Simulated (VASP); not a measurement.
# Pb (Fmmm) in VASP: single point with PBE

Aim: the single point of Pb with PBE.

All numbers are computed with VASP 6.6.1; they aren't measurements. Logs are shortened: lines on timing, memory, paths and dates and some standing lists are left out, and cuts for length are marked.

## Step 1: The cell of the first run

It takes space group Fmmm (No. 69, orthorhombic). The conventional cell has a = 5.855 Å, b = 6.290 Å, c = 11.608 Å, α = 90.00°, β = 90.00°, γ = 90.00°. Pb (site symmetry mm2) has 8 Pb at 3.00 to 3.53 Å within 4.0 Å. Pb (site symmetry m2m) has 8 Pb at 2.78 to 3.53 Å within 3.7 Å.

## Step 2: Single point, PBE (Ge replaced by Pb, lengths x 1.130, strained)

INCAR

```
PREC     = Accurate       # precision mode
ENCUT    = 520            # plane-wave cutoff, eV
EDIFF    = 1E-6           # SCF threshold, eV
ISMEAR   = 0              # smearing method
SIGMA    = 0.1            # smearing width, eV
LREAL    = F              # projectors in reciprocal space
LASPH    = T              # aspherical terms in the spheres
NELM     = 80             # most SCF steps
ALGO     = Fast           # electronic algorithm
ISIF     = 2              # what is computed and relaxed
LWAVE    = F              # write WAVECAR
LCHARG   = F              # write CHGCAR
GGA      = PE             # functional
NBANDS   = 36             # bands
```

KPOINTS

```
Automatic mesh
0
Gamma
  10 10 10
```

POSCAR

```
Pb
1.0
    0.0000000000      3.1448638690      5.8039976768
    2.9273099181      0.0000000000      5.8039976768
    2.9273099181      3.1448638690      0.0000000000
Pb
4
Direct
    0.7791999182      0.7791999182      0.2208000818
    0.2208000818      0.2208000818      0.7791999182
    0.2791388086      0.7208611914      0.2791388086
    0.7208611914      0.2791388086      0.7208611914
```

Potentials or basis: VASP PAW PBE potentials, release 64 (Pb_d).

On the command line:

```sh
$ cat potpaw_PBE.64/Pb_d/POTCAR > POTCAR
$ mpirun -np 1 vasp_std > vasp.out
```

OUTCAR:

```text
PREC = Accurate
   ENCUT = 520
   EDIFF = 1E-6
   ISMEAR = 0
   LREAL = F
   LASPH = T
   NELM = 80
   ISIF = 2
   GGA = PE

 ion  position               nearest neighbor table
   1  0.779  0.779  0.221-   2 3.00   2 3.00   3 3.11   4 3.11   2 3.22   2 3.22   4 3.53   3 3.53
                             3 4.13   4 4.13   4 4.13   3 4.13
   2  0.221  0.221  0.779-   1 3.00   1 3.00   3 3.11   4 3.11   1 3.22   1 3.22   4 3.53   3 3.53
                             4 4.13   4 4.13   3 4.13   3 4.13
   3  0.279  0.721  0.279-   4 2.78   4 2.95   4 2.95   2 3.11   1 3.11   4 3.51   1 3.53   2 3.53
                             2 4.13   1 4.13   2 4.13   1 4.13
   4  0.721  0.279  0.721-   3 2.78   3 2.95   3 2.95   2 3.11   1 3.11   3 3.51   1 3.53   2 3.53
                             2 4.13   1 4.13   2 4.13   1 4.13

  LATTYP: Found a face centered orthorhombic cell.
 ALAT       =     5.8546198362
 B/A-ratio  =     1.0743187285
 C/A-ratio  =     1.9827069354

  Lattice vectors:

 A1 = (   0.0000000000,   3.1448638690,   5.8039976768)
 A2 = (   2.9273099181,   0.0000000000,   5.8039976768)
 A3 = (   2.9273099181,   3.1448638690,   0.0000000000)

Analysis of symmetry for initial positions (statically):
=====================================================================
 Subroutine PRICEL returns:
 Original cell was already a primitive cell.

 Routine SETGRP: Setting up the symmetry group for a
 face centered orthorhombic supercell.

 Subroutine GETGRP returns: Found  8 space group operations
 (whereof  8 operations were pure point group operations)
 out of a pool of  8 trial point group operations.

The static configuration has the point symmetry D_2h.

Analysis of symmetry for dynamics (positions and initial velocities):
=====================================================================
 Subroutine PRICEL returns:
 Original cell was already a primitive cell.

 Routine SETGRP: Setting up the symmetry group for a
 face centered orthorhombic supercell.

 Subroutine GETGRP returns: Found  8 space group operations
 (whereof  8 operations were pure point group operations)
 out of a pool of  8 trial point group operations.

The dynamic configuration has the point symmetry D_2h.

 Subroutine INISYM returns: Found  8 space group operations
 (whereof  8 operations are pure point group operations),
 and found     1 'primitive' translations

----------------------------------------------------------------------------------------

                                     Primitive cell

  volume of cell :     106.8631

  direct lattice vectors                    reciprocal lattice vectors
     0.000000000  3.144863869  5.803997677    -0.170805283  0.158989394  0.086147519
     2.927309918  0.000000000  5.803997677     0.170805283 -0.158989394  0.086147519
     2.927309918  3.144863869  0.000000000     0.170805283  0.158989394 -0.086147519

  length of vectors
     6.601254259  6.500425554  4.296430159     0.248743778  0.248743778  0.248743778

  position of ions in fractional coordinates (direct lattice)
     0.779199918  0.779199918  0.220800082
     0.220800082  0.220800082  0.779199918
     0.279138809  0.720861191  0.279138809
     0.720861191  0.279138809  0.720861191

  ion indices of the primitive-cell ions
   primitive index   ion index
                 1           1
                 2           2
                 3           3
                 4           4

----------------------------------------------------------------------------------------

 KPOINTS: Automatic mesh

Automatic generation of k-mesh.
 Grid dimensions read from file:
 generate k-points for:   10   10   10

 Generating k-lattice:

  Cartesian coordinates                     Fractional coordinates (reciprocal lattice)
    -0.017080528  0.015898939  0.008614752     0.100000000  0.000000000 -0.000000000
     0.017080528 -0.015898939  0.008614752     0.000000000  0.100000000  0.000000000
     0.017080528  0.015898939 -0.008614752    -0.000000000  0.000000000  0.100000000

  Length of vectors
     0.024874378  0.024874378  0.024874378

  Shift w.r.t. Gamma in fractional coordinates (k-lattice)
     0.000000000  0.000000000  0.000000000

 Subroutine IBZKPT returns following result:
 ===========================================

 Found    171 irreducible k-points:

 Following reciprocal coordinates:
            Coordinates               Weight
  0.000000  0.000000  0.000000      1.000000
  0.100000  0.000000  0.000000      8.000000
  0.200000  0.000000  0.000000      8.000000
  0.300000 -0.000000 -0.000000      8.000000
  0.400000 -0.000000 -0.000000      8.000000
  0.500000  0.000000  0.000000      4.000000
[... 16 lines left out ...]
  0.300000  0.300000  0.000000      2.000000
  0.400000  0.300000  0.000000      8.000000
 [... further k-points ...]
   k-points           NKPTS =    171   k-points in BZ     NKDIM =    171   number of bands    NBANDS=     36
   number of dos      NEDOS =    301   number of ions     NIONS =      4
   total plane-waves  NPLWV =  76800
   dimension x,y,z NGX =    50 NGY =   48 NGZ =   32
   dimension x,y,z NGXF=   100 NGYF=   96 NGZF=   64
   ions per type =               4
   NGX,Y,Z   is equivalent  to a cutoff of  12.59, 12.28, 12.38 a.u.
   NGXF,Y,Z  is equivalent  to a cutoff of  25.18, 24.55, 24.76 a.u.
 SYSTEM =  unknown system
   PREC   = accura    normal or accurate (medium, high low for compatibility)
   ISTART =      0    job   : 0-new  1-cont  2-samecut
   ICHARG =      2    charge: 1-file 2-atom 10-const
   ISPIN  =      1    spin polarized calculation?
   LNONCOLLINEAR =      F non collinear calculations
   LSORBIT =      F    spin-orbit coupling
   LASPH  =      T    aspherical Exc in radial PAW
   ENCUT  =  520.0 eV  38.22 Ry    6.18 a.u.  12.27 12.09  7.99*2*pi/ulx,y,z
   NELM   =     80;   NELMIN=  2; NELMDL= -5     # of ELM steps
   EDIFF  = 0.1E-05   stopping-criterion for ELM
   LREAL  =      F    real-space projection
   EDIFFG = 0.1E-04   stopping-criterion for IOM
   NSW    =      0    number of steps for IOM
   IBRION =     -1    ionic relax: 0-MD 1-quasi-New 2-CG
   NFREE  =      0    steps in history (QN), initial steepest desc. (CG)
   ISIF   =      2    stress and relaxation
   ISYM   =      2    0-nonsym 1-usesym 2-fastsym
   POTIM  = 0.5000    time-step for ionic-motion
   TEBEG  =    0.0;   TEEND  =   0.0 temperature during run
   PSTRESS=    0.0 pullay stress
   NELECT =      56.0000    total number of electrons
   NUPDOWN=      -1.0000    fix difference up-down
   EMIN   =  10.00;   EMAX   =-10.00  energy-range for DOS
   EFERMI =   0.00;   METHOD = LEGACY
   ISMEAR =     0;   SIGMA  =   0.10  broadening in eV -4-tet -1-fermi 0-gaus
   EFERMI_NEDOS =   21; number of points for ismear=-14 and -15
   IALGO  =     68    algorithm
   IMIX   =      4    mixing-type and parameters
     AMIX     =   0.40;   BMIX     =  1.00
     AMIX_MAG =   1.60;   BMIX_MAG =  1.00
  volume/ion in A,a.u.               =      26.72       180.29
  Fermi-wavevector in a.u.,A,eV,Ry     =   1.319861  2.494176 23.701804  1.742033
  Thomas-Fermi vector in A             =   2.449729
   LORBIT       =      0    0 simple, 1 ext, 2 COOP (PROOUT), +10 PAW based schemes
   GGA     = PE    functional components
   LHFCALC =     F    Hartree Fock is set to
   AEXX    =    0.0000 exact exchange contribution
   IVDW    =     0    specifies the selected vdW correction
   LEPSILON=     F    determine dielectric tensor
   LRPA    =     F    only Hartree local field effects (RPA)
 non-spin polarized calculation
 RMM-DIIS sequential band-by-band and
 Gauss-broadening in eV      SIGMA  =   0.10
  energy-cutoff  :      520.00
  volume of cell :      106.86
 maximum number of plane-waves:      2907
 NGX is ok and might be reduce to    50
   NGX = 25   NGY = 25   NGZ = 15

 number of electron      56.0000002 magnetization

 Free energy of the ion-electron system (eV)
  ---------------------------------------------------
  ext. energy  EPLUGINS =         0.00000000
  ---------------------------------------------------
  free energy    TOTEN  =       -12.58904599 eV

  energy without entropy =      -12.57788712  energy(sigma->0) =      -12.58346656

 E-fermi :   8.6647     XC(G=0): -10.7437

 val. band max:        8.6628961423   @ k =   0.4000  -0.0000  -0.0000
 cond. band min:       8.6675690122   @ k =   0.0000   0.1000   0.1000
 fundamental gap:      0.0046728699
 Fermi energy:         8.6647163769

 k-point     1 :       0.0000    0.0000    0.0000
  band No.  band energies     occupation
      1      -9.1718      2.00000
      2      -8.9124      2.00000
      3      -8.8239      2.00000
      4      -8.7448      2.00000
      5      -8.7017      2.00000
      6      -8.6997      2.00000
[... 28 lines left out ...]
     35      15.0451      0.00000
     36      15.2726      0.00000

 k-point     2 :       0.1000    0.0000    0.0000
  band No.  band energies     occupation
      1      -9.1520      2.00000
      2      -8.8984      2.00000
      3      -8.8084      2.00000
      4      -8.7402      2.00000
      5      -8.6926      2.00000
      6      -8.6846      2.00000
[... 28 lines left out ...]
     35      14.6903      0.00000
     36      15.2265      0.00000

 k-point     3 :       0.2000    0.0000    0.0000
  band No.  band energies     occupation
      1      -9.0942      2.00000
      2      -8.8575      2.00000
      3      -8.7694      2.00000
      4      -8.7311      2.00000
      5      -8.6689      2.00000
      6      -8.6413      2.00000
[... 28 lines left out ...]
     35      14.1820      0.00000
     36      15.0165      0.00000
[... 742 lines left out ...]
 k-point    23 :       0.3000    0.3000    0.0000
  band No.  band energies     occupation
      1      -9.1625      2.00000
      2      -8.8888      2.00000
      3      -8.8103      2.00000
      4      -8.7460      2.00000
      5      -8.6647      2.00000
      6      -8.6591      2.00000
[... 28 lines left out ...]
     35      13.7613      0.00000
     36      14.9424      0.00000

 k-point    24 :       0.4000    0.3000    0.0000
  band No.  band energies     occupation
      1      -9.1416      2.00000
      2      -8.8672      2.00000
      3      -8.7943      2.00000
      4      -8.7402      2.00000
      5      -8.6603      2.00000
      6      -8.6334      2.00000
[... 28 lines left out ...]
     35      14.0106      0.00000
     36      14.5645      0.00000

 [... further k-points ...]
[... 5 lines left out ...]
  --------------------------------------------------------------------------------------
  -------------------------------------------------------------------------------------
  Total       10.7096562     11.9628512      6.5286690      0.0000000      0.0000000      0.0000000
  in kB      160.5677541    179.3566577     97.8830412      0.0000000      0.0000000      0.0000000
  external PRESSURE =     145.9358176 kB  Pullay stress =       0.0000000 kB

 VOLUME and BASIS-vectors are now :
 -----------------------------------------------------------------------------
  energy-cutoff  :      520.00
  volume of cell :      106.86
      direct lattice vectors                 reciprocal lattice vectors
     0.000000000  3.144863869  5.803997677    -0.170805283  0.158989394  0.086147519
     2.927309918  0.000000000  5.803997677     0.170805283 -0.158989394  0.086147519
     2.927309918  3.144863869  0.000000000     0.170805283  0.158989394 -0.086147519

 POSITION                                       TOTAL-FORCE (eV/Angst)
 -----------------------------------------------------------------------------------
      2.92731      3.14486      9.04495         0.000000     -0.000000     -0.165934
      2.92731      3.14486      2.56305         0.000000     -0.000000      0.165934
      2.92731      1.75571      5.80400         0.000000     -1.117513     -0.000000
      2.92731      4.53402      5.80400         0.000000      1.117513     -0.000000
 -----------------------------------------------------------------------------------
    total drift:                                0.000000      0.000000      0.000000

  FREE ENERGIE OF THE ION-ELECTRON SYSTEM (eV)
  ---------------------------------------------------
  free  energy   TOTEN  =       -12.5890459874 eV

  energy  without entropy=      -12.5778871246  energy(sigma->0) =      -12.58346656
```

Run time: 7.3 min. Hardware: 1 thread of AMD EPYC 9R45 (Zen 5), shared host; peak memory 0.55 GiB.

What came out:

* Free energy: -12.5890 eV
* Pressure: 14.6 GPa
* Largest force: 1.118 eV/Å
* Band gap on the k mesh: zero (band 28 reaches 10.12 eV, above the bottom of band 29 at 6.76 eV)

Forces in eV/Å, atoms in the order of the input:
```
Pb   0.000  0.000 -0.166
Pb   0.000  0.000  0.166
Pb   0.000 -1.118  0.000
Pb   0.000  1.118  0.000
```

Stress tensor (GPa, compression positive):
```
16.06  0.00  0.00
 0.00 17.94  0.00
 0.00  0.00  9.79
```

Caveat: the cell differs from its parent crystal (Ge replaced by Pb, lengths x 1.130, strained); spin-orbit coupling is left out, which moves the levels of the heavy elements; forces of over 1 eV/Å act on the atoms, so gaps and moduli don't describe the material at rest.
